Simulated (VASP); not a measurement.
# LiF (P4/mmm) in VASP: notebook, part 2 of 2

VASP 6.6.1. Earlier steps stand in the parts before.

### 3 Single point, PBE (strain +0.0300 x Voigt [0, 1, 0, 0, 0, 0])

File INCAR:

```
SYSTEM = LiF
PREC = Accurate ; ENCUT = 520
EDIFF = 1E-6 ; ISMEAR = 0
SIGMA = 0.05 ; LREAL = .False.
LASPH = .True. ; NELM = 80
ALGO = Normal ; ISIF = 2
LWAVE = .False. ; LCHARG = .False.
GGA = PE ; NBANDS = 12
```

File KPOINTS:

```
regular mesh
0
Gamma
  10 10 10
  0 0 0
```

File POSCAR:

```
LiF
1.0
    2.5595330000      0.0000000000      0.0000000000
    0.0000000000      2.6363189900      0.0000000000
    0.0000000000      0.0000000000      2.5595330000
Li F
1 1
Direct
    0.0000000000      0.0000000000      0.0000000000
    0.5000000000      0.5000000000      0.5000000000
```

Potentials or basis: VASP PAW PBE potentials, release 64 (Li_sv, F).

Run with:

```
cat potpaw_PBE.64/Li_sv/POTCAR potpaw_PBE.64/F/POTCAR > POTCAR
mpirun -np 1 vasp_std > vasp.out
```

OUTCAR:

```text
SYSTEM = LiF
   PREC = Accurate
   ENCUT = 520
   EDIFF = 1E-6
   ISMEAR = 0
   LREAL = .False.
   LASPH = .True.
   NELM = 80
   ISIF = 2
   GGA = PE

 ion  position               nearest neighbor table
   1  0.000  0.000  0.000-   2 2.24   2 2.24   2 2.24   2 2.24   2 2.24   2 2.24   2 2.24   2 2.24

   2  0.500  0.500  0.500-   1 2.24   1 2.24   1 2.24   1 2.24   1 2.24   1 2.24   1 2.24   1 2.24

  LATTYP: Found a simple tetragonal cell.
 ALAT       =     2.5595330000
 C/A-ratio  =     1.0300000000

  Lattice vectors:

 A1 = (  -2.5595330000,   0.0000000000,   0.0000000000)
 A2 = (   0.0000000000,   0.0000000000,   2.5595330000)
 A3 = (   0.0000000000,   2.6363189900,   0.0000000000)

Analysis of symmetry for initial positions (statically):
=====================================================================
 Subroutine PRICEL returns:
 Original cell was already a primitive cell.

 Routine SETGRP: Setting up the symmetry group for a
 simple tetragonal supercell.

 Subroutine GETGRP returns: Found 16 space group operations
 (whereof 16 operations were pure point group operations)
 out of a pool of 16 trial point group operations.

The static configuration has the point symmetry D_4h.

Analysis of symmetry for dynamics (positions and initial velocities):
=====================================================================
 Subroutine PRICEL returns:
 Original cell was already a primitive cell.

 Routine SETGRP: Setting up the symmetry group for a
 simple tetragonal supercell.

 Subroutine GETGRP returns: Found 16 space group operations
 (whereof 16 operations were pure point group operations)
 out of a pool of 16 trial point group operations.

The dynamic configuration has the point symmetry D_4h.

 Subroutine INISYM returns: Found 16 space group operations
 (whereof 16 operations are pure point group operations),
 and found     1 'primitive' translations

----------------------------------------------------------------------------------------

                                     Primitive cell

[... 121 lines left out ...]
 non-spin polarized calculation
 Gauss-broadening in eV      SIGMA  =   0.05
  energy-cutoff  :      520.00
  volume of cell :       17.27
 maximum number of plane-waves:       478
 NGX is ok and might be reduce to    20
   NGX =  9   NGY =  9   NGZ =  9

 number of electron      10.0000002 magnetization

 Free energy of the ion-electron system (eV)
  ---------------------------------------------------
  ext. energy  EPLUGINS =         0.00000000
  ---------------------------------------------------
  free energy    TOTEN  =        -9.03732636 eV

  energy without entropy =       -9.03732636  energy(sigma->0) =       -9.03732636

 E-fermi :   0.3913     XC(G=0):  -9.7911

 val. band max:       -0.0527067115   @ k =   0.5000   0.5000   0.0000
 cond. band min:       7.1445463243   @ k =   0.0000   0.0000   0.0000
 fundamental gap:      7.1972530358
 Fermi energy:         0.3912680944

 k-point     1 :       0.0000    0.0000    0.0000
  band No.  band energies     occupation
      1     -43.0275      2.00000
      2     -20.7939      2.00000
      3      -0.9595      2.00000
      4      -0.6565      2.00000
      5      -0.6565      2.00000
      6       7.1445      0.00000
      7      18.1918      0.00000
      8      18.8975      0.00000
      9      19.8990      0.00000
     10      20.6920      0.00000
     11      20.6920      0.00000
     12      37.2599      0.00000
[... 331 lines left out ...]
 k-point    24 :       0.5000    0.3000    0.0000
  band No.  band energies     occupation
      1     -42.9637      2.00000
      2     -20.0514      2.00000
      3      -3.4236      2.00000
      4      -2.3953      2.00000
      5      -0.1319      2.00000
      6      11.3491      0.00000
      7      13.2032      0.00000
      8      14.8107      0.00000
      9      21.2471      0.00000
     10      21.9784      0.00000
     11      29.5971      0.00000
     12      31.4556      0.00000

 [... further k-points ...]

------------------------ aborting loop because EDIFF is reached ----------------------------------------

  FORCE on cell =-STRESS in cart. coord.  units (eV):
  Direction    XX          YY          ZZ          XY          YZ          ZX
  --------------------------------------------------------------------------------------
  -------------------------------------------------------------------------------------
  Total        0.0458257     -0.8026814      0.0458257      0.0000000      0.0000000      0.0000000
  in kB        4.2510889    -74.4619455      4.2510889      0.0000000      0.0000000      0.0000000
  external PRESSURE =     -21.9865892 kB  Pullay stress =       0.0000000 kB

 VOLUME and BASIS-vectors are now :
 -----------------------------------------------------------------------------
  energy-cutoff  :      520.00
  volume of cell :       17.27
      direct lattice vectors                 reciprocal lattice vectors
     2.559533000  0.000000000  0.000000000     0.390696272  0.000000000  0.000000000
     0.000000000  2.636318990  0.000000000     0.000000000  0.379316768  0.000000000
     0.000000000  0.000000000  2.559533000     0.000000000  0.000000000  0.390696272

 POSITION                                       TOTAL-FORCE (eV/Angst)
 -----------------------------------------------------------------------------------
      0.00000      0.00000      0.00000         0.000000      0.000000      0.000000
      1.27977      1.31816      1.27977         0.000000      0.000000      0.000000
 -----------------------------------------------------------------------------------
    total drift:                                0.000000      0.000000      0.000000

  FREE ENERGIE OF THE ION-ELECTRON SYSTEM (eV)
  ---------------------------------------------------
  free  energy   TOTEN  =        -9.0373263566 eV

  energy  without entropy=       -9.0373263566  energy(sigma->0) =       -9.03732636
```

OSZICAR:

```text
N       E                     dE             d eps       ncg     rms          rms(c)
DAV:   1     0.316412327068E+02    0.31641E+02   -0.53083E+03  3104   0.842E+02
DAV:   2    -0.853773720922E+01   -0.40179E+02   -0.39031E+02  3752   0.184E+02
DAV:   3    -0.957893079508E+01   -0.10412E+01   -0.10396E+01  3884   0.257E+01
DAV:   4    -0.958801020661E+01   -0.90794E-02   -0.90788E-02  3360   0.260E+00
DAV:   5    -0.958813698618E+01   -0.12678E-03   -0.12678E-03  3884   0.223E-01    0.451E+00
DAV:   6    -0.904893092596E+01    0.53921E+00   -0.25772E+00  3120   0.962E+00    0.144E+00
DAV:   7    -0.904048515919E+01    0.84458E-02   -0.17349E-02  3932   0.117E+00    0.862E-01
DAV:   8    -0.903720997499E+01    0.32752E-02   -0.15716E-02  3972   0.132E+00    0.118E-01
DAV:   9    -0.903724134894E+01   -0.31374E-04   -0.64339E-04  3608   0.235E-01    0.503E-02
DAV:  10    -0.903732629176E+01   -0.84943E-04   -0.12967E-04  3288   0.935E-02    0.760E-03
DAV:  11    -0.903732635664E+01   -0.64879E-07   -0.16842E-06  3960   0.113E-02
   1 F= -.90373264E+01 E0= -.90373264E+01  d E =-.323306E-38
```

stdout:

```text
POSCAR found type information on POSCAR LiF
 POSCAR found :  2 types and       2 ions
 scaLAPACK will be used
 LDA part: xc-table for (Slater+PW92), standard interpolation
 POSCAR, INCAR and KPOINTS ok, starting setup
 FFT: planning ... GRIDC
 FFT: planning ... GRID_SOFT
 FFT: planning ... GRID
 WAVECAR not read
 entering main loop
```

Wall time 11 s (1 thread of Intel Xeon Platinum 8488C (Sapphire Rapids), shared host); peak memory 0.13 GiB.

Results:

```yaml
Free_energy: -9.0373 eV
Band_gap_on_the_k_mesh: 7.20 eV, indirect (least direct gap 7.80 eV)
```

Levels at points of the mesh, in eV from the valence-band top:
| k point | band 2 | band 3 | band 4 | band 5 | band 6 | band 7 | band 8 | band 9 |
| --- | --- | --- | --- | --- | --- | --- | --- | --- |
| (0.00, 0.00, 0.00) | -20.74 | -0.91 | -0.60 | -0.60 | 7.20 | 18.24 | 18.95 | 19.95 |
| (0.50, 0.00, 0.00) | -20.27 | -3.60 | -0.48 | -0.23 | 8.82 | 13.74 | 19.33 | 20.40 |
| (0.00, 0.50, 0.00) | -20.37 | -3.60 | -0.28 | -0.28 | 9.03 | 13.34 | 20.08 | 20.08 |
| (0.50, 0.50, 0.00) | -19.84 | -3.24 | -3.15 | 0.00 | 13.01 | 13.11 | 13.58 | 19.16 |
| (0.50, 0.00, 0.50) | -19.76 | -3.13 | -3.13 | -0.19 | 13.26 | 13.33 | 13.33 | 18.68 |
| (0.50, 0.50, 0.50) | -19.41 | -2.26 | -2.26 | -2.15 | 10.89 | 10.89 | 11.14 | 23.16 |

Caveat: the cell differs from its parent crystal (strain +0.0300 x Voigt [0, 1, 0, 0, 0, 0]); the cutoff is under 1.25 times the usual one of these potentials, so pressure, stress and relaxed cells hold a basis-set (Pulay) error.

### 4 Single point, PBE (strain +0.0200 x Voigt [0, 1, 0, 0, 0, 0])

File INCAR:

```
PREC = Accurate
ENCUT = 520
EDIFF = 1E-6
ISMEAR = 0
SIGMA = 0.05
LREAL = F
LASPH = T
NELM = 80
ALGO = Normal
ISIF = 2
LWAVE = F
LCHARG = F
GGA = PE
NBANDS = 12
```

File KPOINTS:

```
Automatic mesh
0
Gamma
  10 10 10
```

File POSCAR:

```
LiF
1.0
    2.5595330000      0.0000000000      0.0000000000
    0.0000000000      2.6107236600      0.0000000000
    0.0000000000      0.0000000000      2.5595330000
Li F
1 1
Direct
    0.0000000000      0.0000000000      0.0000000000
    0.5000000000      0.5000000000      0.5000000000
```

Run with:

```
cat potpaw_PBE.64/Li_sv/POTCAR potpaw_PBE.64/F/POTCAR > POTCAR
mpirun -np 1 vasp_std > vasp.out
```

Run time: 10 s. Hardware: 1 thread of Intel Xeon Platinum 8488C (Sapphire Rapids), shared host; peak memory 0.13 GiB.

Results (log left out):

| Property | Result |
| --- | --- |
| Free energy | -9.0435 eV |
| Band gap on the k mesh | 7.30 eV, indirect (least direct gap 7.93 eV) |

Levels at points of the mesh, in eV from the valence-band top:
```csv
k point,band 2,band 3,band 4,band 5,band 6,band 7,band 8,band 9
"(0.00, 0.00, 0.00)",-20.76,-0.83,-0.62,-0.62,7.30,18.43,18.91,20.26
"(0.50, 0.00, 0.00)",-20.29,-3.62,-0.42,-0.24,8.92,13.82,19.64,20.37
"(0.00, 0.50, 0.00)",-20.36,-3.62,-0.28,-0.28,9.06,13.56,20.15,20.15
"(0.50, 0.50, 0.00)",-19.83,-3.24,-3.18,0.00,13.12,13.29,13.61,19.23
"(0.50, 0.00, 0.50)",-19.78,-3.16,-3.16,-0.13,13.29,13.44,13.44,18.91
"(0.50, 0.50, 0.50)",-19.40,-2.25,-2.25,-2.18,10.97,10.97,11.14,23.47
```

Caveat: the cell differs from its parent crystal (strain +0.0200 x Voigt [0, 1, 0, 0, 0, 0]); the cutoff is under 1.25 times the usual one of these potentials, so pressure, stress and relaxed cells hold a basis-set (Pulay) error.

### 5 Single point, PBE (strain +0.0350 x Voigt [0, 1, 0, 0, 0, 0])

Changes to INCAR since step 4:

```diff
@@ -7,3 +7,3 @@
 LASPH = T
-NELM = 80
+NELM = 60
 ALGO = Normal
```

File KPOINTS:

```
regular mesh
0
Gamma
  10 10 10
```

File POSCAR:

```
LiF
1.0
    2.5595330000      0.0000000000      0.0000000000
    0.0000000000      2.6491166550      0.0000000000
    0.0000000000      0.0000000000      2.5595330000
Li F
1 1
Direct
    0.0000000000      0.0000000000      0.0000000000
    0.5000000000      0.5000000000      0.5000000000
```

Run with:

```
cat potpaw_PBE.64/Li_sv/POTCAR potpaw_PBE.64/F/POTCAR > POTCAR
mpirun -np 1 vasp_std > vasp.out
```

Run time: 10 s. Hardware: 1 thread of Intel Xeon Platinum 8488C (Sapphire Rapids), shared host; peak memory 0.13 GiB.

The run converged. Its results:

```yaml
Free_energy: -9.0334 eV
Band_gap_on_the_k_mesh: 7.14 eV, indirect (least direct gap 7.74 eV)
```

Levels at points of the mesh, in eV from the valence-band top:
```
           k point  band 1  band 2  band 3  band 4  band 5  band 6  band 7  band 8  band 9  band 10
(0.00, 0.00, 0.00)  -43.00  -20.73   -0.94   -0.59   -0.59    7.14   18.15   18.97   19.80    20.72
(0.50, 0.00, 0.00)  -42.95  -20.27   -3.59   -0.52   -0.22    8.77   13.69   19.18   20.42    23.67
(0.00, 0.50, 0.00)  -42.96  -20.37   -3.60   -0.28   -0.28    9.01   13.23   20.05   20.05    23.94
(0.50, 0.50, 0.00)  -42.92  -19.85   -3.24   -3.14    0.00   12.95   13.02   13.57   19.12    23.59
(0.50, 0.00, 0.50)  -42.91  -19.75   -3.11   -3.11   -0.22   13.25   13.28   13.28   18.57    22.84
(0.50, 0.50, 0.50)  -42.89  -19.42   -2.26   -2.26   -2.14   10.85   10.85   11.14   23.00    23.80
```

Caveat: the cell differs from its parent crystal (strain +0.0350 x Voigt [0, 1, 0, 0, 0, 0]); the cutoff is under 1.25 times the usual one of these potentials, so pressure, stress and relaxed cells hold a basis-set (Pulay) error. A k mesh can miss the band edges.

### 6 The runs side by side

```csv
cell,gap on the mesh (eV)
"a = 2.560, b = 2.585 Å, 2 atoms",7.41
"a = 2.560, b = 2.636 Å, 2 atoms",7.20
"a = 2.560, b = 2.611 Å, 2 atoms",7.30
"a = 2.560, b = 2.649 Å, 2 atoms",7.14
```

Alike in all rows: task single point; level PBE; potentials or basis VASP PAW PBE potentials, release 64 (Li_sv, F); no spin polarisation; k mesh 10 × 10 × 10; cutoff (eV) 520; smearing gaussian 0.05 eV.

Caveats: the cutoff is under 1.25 times the usual one of these potentials, so pressure, stress and relaxed cells hold a basis-set (Pulay) error.

Total energies depend on the potentials used, so only differences within one code and one set of settings carry meaning.
